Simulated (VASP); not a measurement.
# Cr (P6_3/mmc) in VASP: further runs

Cr is run at these levels: LDA; tasks: single point.

All numbers are computed with VASP 6.6.1; they aren't measurements. Logs are shortened: lines on timing, memory, paths and dates and some standing lists are left out, and cuts for length are marked.

## (1) The cell of the first run

Symmetry: P6_3/mmc, No. 194, hexagonal system. Conventional cell: a = 2.499 Å, b = 2.499 Å, c = 4.458 Å, α = 90.00°, β = 90.00°, γ = 120.00°. Cr (site symmetry -6m2) has 12 Cr at 2.50 to 2.66 Å within 3.3 Å.

## (2) Single point, LDA (volume scaled by 1.08)

Contents of INCAR:

```
PREC = Accurate
ENCUT = 520
EDIFF = 1E-7
ISMEAR = -1
SIGMA = 0.1
LREAL = F
LASPH = T
NELM = 100
ALGO = Normal
ISIF = 2
LWAVE = F
LCHARG = T
GGA = CA
LELF = T
LVHAR = T
NBANDS = 19
```

Contents of KPOINTS:

```
Automatic mesh
0
Gamma
  17 17 8
```

Contents of POSCAR:

```
Cr
1.0
    2.4993093034      0.0000000000      0.0000000000
   -1.2496546517      2.1644653487      0.0000000000
    0.0000000000      0.0000000000      4.4583140606
Cr
2
Direct
    0.3333333333      0.6666666667      0.2500000000
    0.6666666667      0.3333333333      0.7500000000
```

Potentials or basis: VASP PAW LDA potentials, release 64 (Cr_pv).

Launch:

```bash
$ cat potpaw_LDA.64/Cr_pv/POTCAR > POTCAR
$ mpirun -np 1 vasp_std > vasp.out
```

OUTCAR:

```text
PREC = Accurate
   ENCUT = 520
   EDIFF = 1E-7
   ISMEAR = -1
   LREAL = F
   LASPH = T
   NELM = 100
   ISIF = 2
   GGA = CA

 ion  position               nearest neighbor table
   1  0.333  0.667  0.250-   2 2.66   2 2.66   2 2.66   2 2.66   2 2.66   2 2.66
   2  0.667  0.333  0.750-   1 2.66   1 2.66   1 2.66   1 2.66   1 2.66   1 2.66

  LATTYP: Found a hexagonal cell.
 ALAT       =     2.4993093034
 C/A-ratio  =     1.7838184552

  Lattice vectors:

 A1 = (   2.4993093034,   0.0000000000,   0.0000000000)
 A2 = (  -1.2496546517,   2.1644653487,   0.0000000000)
 A3 = (   0.0000000000,   0.0000000000,   4.4583140606)

Analysis of symmetry for initial positions (statically):
=====================================================================
 Subroutine PRICEL returns:
 Original cell was already a primitive cell.

 Routine SETGRP: Setting up the symmetry group for a
 hexagonal supercell.

 Subroutine GETGRP returns: Found 24 space group operations
 (whereof 12 operations were pure point group operations)
 out of a pool of 24 trial point group operations.

The static configuration has the point symmetry D_3d.
 The point group associated with its full space group is D_6h.

Analysis of symmetry for dynamics (positions and initial velocities):
=====================================================================
 Subroutine PRICEL returns:
 Original cell was already a primitive cell.

 Routine SETGRP: Setting up the symmetry group for a
 hexagonal supercell.

 Subroutine GETGRP returns: Found 24 space group operations
 (whereof 12 operations were pure point group operations)
 out of a pool of 24 trial point group operations.

The dynamic configuration has the point symmetry D_3d.
 The point group associated with its full space group is D_6h.

 Subroutine INISYM returns: Found 24 space group operations
 (whereof 12 operations are pure point group operations),
 and found     1 'primitive' translations

----------------------------------------------------------------------------------------

                                     Primitive cell

  volume of cell :      24.1180

  direct lattice vectors                    reciprocal lattice vectors
     2.499309303  0.000000000  0.000000000     0.400110542  0.231003929  0.000000000
    -1.249654652  2.164465349  0.000000000     0.000000000  0.462007858  0.000000000
     0.000000000  0.000000000  4.458314061     0.000000000  0.000000000  0.224300035

  length of vectors
     2.499309303  2.499309303  4.458314061     0.462007858  0.462007858  0.224300035

  position of ions in fractional coordinates (direct lattice)
     0.333333333  0.666666667  0.250000000
     0.666666667  0.333333333  0.750000000

  ion indices of the primitive-cell ions
   primitive index   ion index
                 1           1
                 2           2

----------------------------------------------------------------------------------------

 KPOINTS: Automatic mesh

Automatic generation of k-mesh.
 Grid dimensions read from file:
 generate k-points for:   17   17    8

 Generating k-lattice:

  Cartesian coordinates                     Fractional coordinates (reciprocal lattice)
     0.023535914  0.013588466  0.000000000     0.058823529 -0.000000000  0.000000000
     0.000000000  0.027176933  0.000000000     0.000000000  0.058823529  0.000000000
     0.000000000  0.000000000  0.028037504     0.000000000  0.000000000  0.125000000

  Length of vectors
     0.027176933  0.027176933  0.028037504

  Shift w.r.t. Gamma in fractional coordinates (k-lattice)
     0.000000000  0.000000000  0.000000000

 Subroutine IBZKPT returns following result:
 ===========================================

 Found    165 irreducible k-points:

 Following reciprocal coordinates:
            Coordinates               Weight
  0.000000  0.000000  0.000000      1.000000
  0.058824  0.000000  0.000000      6.000000
  0.117647  0.000000  0.000000      6.000000
  0.176471  0.000000  0.000000      6.000000
  0.235294  0.000000  0.000000      6.000000
  0.294118  0.000000  0.000000      6.000000
[... 16 lines left out ...]
  0.411765  0.117647  0.000000     12.000000
  0.176471  0.176471  0.000000      6.000000
 [... further k-points ...]
   k-points           NKPTS =    165   k-points in BZ     NKDIM =    165   number of bands    NBANDS=     19
   number of dos      NEDOS =    301   number of ions     NIONS =      2
   total plane-waves  NPLWV =  14400
   dimension x,y,z NGX =    20 NGY =   20 NGZ =   36
   dimension x,y,z NGXF=    40 NGYF=   40 NGZF=   72
   ions per type =               2
   NGX,Y,Z   is equivalent  to a cutoff of  13.30, 13.30, 13.42 a.u.
   NGXF,Y,Z  is equivalent  to a cutoff of  26.61, 26.61, 26.85 a.u.
 SYSTEM =  unknown system
   PREC   = accura    normal or accurate (medium, high low for compatibility)
   ISTART =      0    job   : 0-new  1-cont  2-samecut
   ICHARG =      2    charge: 1-file 2-atom 10-const
   ISPIN  =      1    spin polarized calculation?
   LNONCOLLINEAR =      F non collinear calculations
   LSORBIT =      F    spin-orbit coupling
   LASPH  =      T    aspherical Exc in radial PAW
   ENCUT  =  520.0 eV  38.22 Ry    6.18 a.u.   4.65  4.65  8.29*2*pi/ulx,y,z
   NELM   =    100;   NELMIN=  2; NELMDL= -5     # of ELM steps
   EDIFF  = 0.1E-06   stopping-criterion for ELM
   LREAL  =      F    real-space projection
   EDIFFG = 0.1E-05   stopping-criterion for IOM
   NSW    =      0    number of steps for IOM
   IBRION =     -1    ionic relax: 0-MD 1-quasi-New 2-CG
   NFREE  =      0    steps in history (QN), initial steepest desc. (CG)
   ISIF   =      2    stress and relaxation
   ISYM   =      2    0-nonsym 1-usesym 2-fastsym
   POTIM  = 0.5000    time-step for ionic-motion
   TEBEG  =    0.0;   TEEND  =   0.0 temperature during run
   PSTRESS=    0.0 pullay stress
   NELECT =      24.0000    total number of electrons
   NUPDOWN=      -1.0000    fix difference up-down
   EMIN   =  10.00;   EMAX   =-10.00  energy-range for DOS
   EFERMI =   0.00;   METHOD = LEGACY
   ISMEAR =    -1;   SIGMA  =   0.10  broadening in eV -4-tet -1-fermi 0-gaus
   EFERMI_NEDOS =   21; number of points for ismear=-14 and -15
   IALGO  =     38    algorithm
   IMIX   =      4    mixing-type and parameters
     AMIX     =   0.40;   BMIX     =  1.00
     AMIX_MAG =   1.60;   BMIX_MAG =  1.00
  volume/ion in A,a.u.               =      12.06        81.38
  Fermi-wavevector in a.u.,A,eV,Ry     =   1.634424  3.088614 36.345825  2.671343
  Thomas-Fermi vector in A             =   2.726066
   LORBIT       =      0    0 simple, 1 ext, 2 COOP (PROOUT), +10 PAW based schemes
   GGA     = CA    functional components
   LHFCALC =     F    Hartree Fock is set to
   AEXX    =    0.0000 exact exchange contribution
   IVDW    =     0    specifies the selected vdW correction
   LEPSILON=     F    determine dielectric tensor
   LRPA    =     F    only Hartree local field effects (RPA)
 non-spin polarized calculation
  energy-cutoff  :      520.00
  volume of cell :       24.12
 maximum number of plane-waves:       666
 NGX is ok and might be reduce to    20
   NGX =  9   NGY =  9   NGZ = 17

 number of electron      24.0000012 magnetization

 Free energy of the ion-electron system (eV)
  ---------------------------------------------------
  ext. energy  EPLUGINS =         0.00000000
  ---------------------------------------------------
  free energy    TOTEN  =       -20.36011956 eV

  energy without entropy =      -20.24943155  energy(sigma->0) =      -20.30477556

 E-fermi :  10.0088     XC(G=0): -13.7295

 val. band max:       10.0069484448   @ k =   0.2353   0.1765   0.1250
 cond. band min:      10.0126222993   @ k =   0.2941   0.1176   0.1250
 fundamental gap:      0.0056738546
 Fermi energy:        10.0087856659

 k-point     1 :       0.0000    0.0000    0.0000
  band No.  band energies     occupation
      1     -32.8480      2.00000
      2     -32.1834      2.00000
      3     -32.0354      2.00000
      4     -32.0354      2.00000
      5     -31.9711      2.00000
      6     -31.9711      2.00000
[... 11 lines left out ...]
     18      12.1331      0.00000
     19      15.6987      0.00000

 k-point     2 :       0.0588    0.0000    0.0000
  band No.  band energies     occupation
      1     -32.8386      2.00000
      2     -32.1843      2.00000
      3     -32.0637      2.00000
      4     -32.0431      2.00000
      5     -32.0000      2.00000
      6     -31.9763      2.00000
[... 11 lines left out ...]
     18      12.5431      0.00000
     19      15.6988      0.00000

 k-point     3 :       0.1176    0.0000    0.0000
  band No.  band energies     occupation
      1     -32.8113      2.00000
      2     -32.1874      2.00000
      3     -32.1449      2.00000
      4     -32.0821      2.00000
      5     -32.0649      2.00000
      6     -31.9913      2.00000
[... 11 lines left out ...]
     18      13.4209      0.00000
     19      15.6987      0.00000

 k-point     4 :       0.1765    0.0000    0.0000
  band No.  band energies     occupation
      1     -32.7684      2.00000
      2     -32.2679      2.00000
      3     -32.2041      2.00000
      4     -32.1934      2.00000
      5     -32.0974      2.00000
      6     -32.0145      2.00000
[... 11 lines left out ...]
     18      14.4799      0.00000
     19      15.6987      0.00000

 k-point     5 :       0.2353    0.0000    0.0000
  band No.  band energies     occupation
      1     -32.7137      2.00000
      2     -32.4160      2.00000
      3     -32.3478      2.00000
      4     -32.2037      2.00000
      5     -32.1358      2.00000
      6     -32.0429      2.00000
[... 11 lines left out ...]
     18      15.6337      0.00000
     19      15.6987      0.00000
[... 334 lines left out ...]
      2     -32.6197      2.00000
      3     -32.5714      2.00000
      4     -32.2590      2.00000
      5     -32.2468      2.00000
      6     -32.1610      2.00000
[... 11 lines left out ...]
     18      15.6988      0.00000
     19      15.7013      0.00000

 k-point    22 :       0.3529    0.1176    0.0000
  band No.  band energies     occupation
      1     -32.7793      2.00000
      2     -32.6949      2.00000
      3     -32.5171      2.00000
      4     -32.2953      2.00000
      5     -32.2718      2.00000
      6     -32.1874      2.00000
[... 11 lines left out ...]
     18      15.6988      0.00000
     19      15.7011      0.00000

 k-point    23 :       0.4118    0.1176    0.0000
  band No.  band energies     occupation
      1     -32.8272      2.00000
      2     -32.7351      2.00000
      3     -32.4815      2.00000
      4     -32.3147      2.00000
      5     -32.2917      2.00000
      6     -32.2016      2.00000
[... 11 lines left out ...]
     18      15.6971      0.00000
     19      15.7008      0.00000

 k-point    24 :       0.1765    0.1765    0.0000
  band No.  band energies     occupation
      1     -32.6377      2.00000
      2     -32.5218      2.00000
      3     -32.5189      2.00000
      4     -32.2232      2.00000
      5     -32.2115      2.00000
      6     -32.1427      2.00000
[... 11 lines left out ...]
     18      15.6987      0.00000
     19      15.7015      0.00000

 [... further k-points ...]

------------------------ aborting loop because EDIFF is reached ----------------------------------------

  FORCE on cell =-STRESS in cart. coord.  units (eV):
  Direction    XX          YY          ZZ          XY          YZ          ZX
  --------------------------------------------------------------------------------------
  -------------------------------------------------------------------------------------
  Total       -2.7915552     -2.7915552     -2.5185878      0.0000000      0.0000000      0.0000000
  in kB     -185.4451606   -185.4451606   -167.3117237      0.0000000      0.0000000      0.0000000
  external PRESSURE =    -179.4006816 kB  Pullay stress =       0.0000000 kB

 VOLUME and BASIS-vectors are now :
 -----------------------------------------------------------------------------
  energy-cutoff  :      520.00
  volume of cell :       24.12
      direct lattice vectors                 reciprocal lattice vectors
     2.499309303  0.000000000  0.000000000     0.400110542  0.231003929  0.000000000
    -1.249654652  2.164465349  0.000000000     0.000000000  0.462007858  0.000000000
     0.000000000  0.000000000  4.458314061     0.000000000  0.000000000  0.224300035

 POSITION                                       TOTAL-FORCE (eV/Angst)
 -----------------------------------------------------------------------------------
     -0.00000      1.44298      1.11458         0.000000     -0.000000      0.000000
      1.24965      0.72149      3.34374        -0.000000      0.000000      0.000000
 -----------------------------------------------------------------------------------
    total drift:                               -0.000000      0.000000     -0.000000

  FREE ENERGIE OF THE ION-ELECTRON SYSTEM (eV)
  ---------------------------------------------------
  free  energy   TOTEN  =       -20.3601195614 eV

  energy  without entropy=      -20.2494315496  energy(sigma->0) =      -20.30477556
```

It took 41 s on 1 thread of Intel Xeon Platinum 8488C (Sapphire Rapids), shared host; peak memory 0.17 GiB.

Results:

```
Free energy            : -20.3601 eV
Pressure               : -17.9 GPa
Band gap on the k mesh : zero (band 12 reaches 10.92 eV, above the bottom of band 13 at 9.68 eV)
```

Levels at points of the mesh, in eV from the Fermi level:
```
           k point  band 8  band 9  band 10  band 11  band 12  band 13  band 14  band 15  band 16  band 17
(0.00, 0.00, 0.00)   -3.98   -1.15    -0.35    -0.35    -0.12    -0.02    -0.02     1.01     1.01     2.12
(0.00, 0.00, 0.50)   -5.52   -1.53    -1.53    -0.33    -0.33    -0.33    -0.33     1.73     1.73     1.73
```

Caveat: the run has no spin polarisation, though such a crystal can be magnetic.

(Part 1 of 2 ends here.)
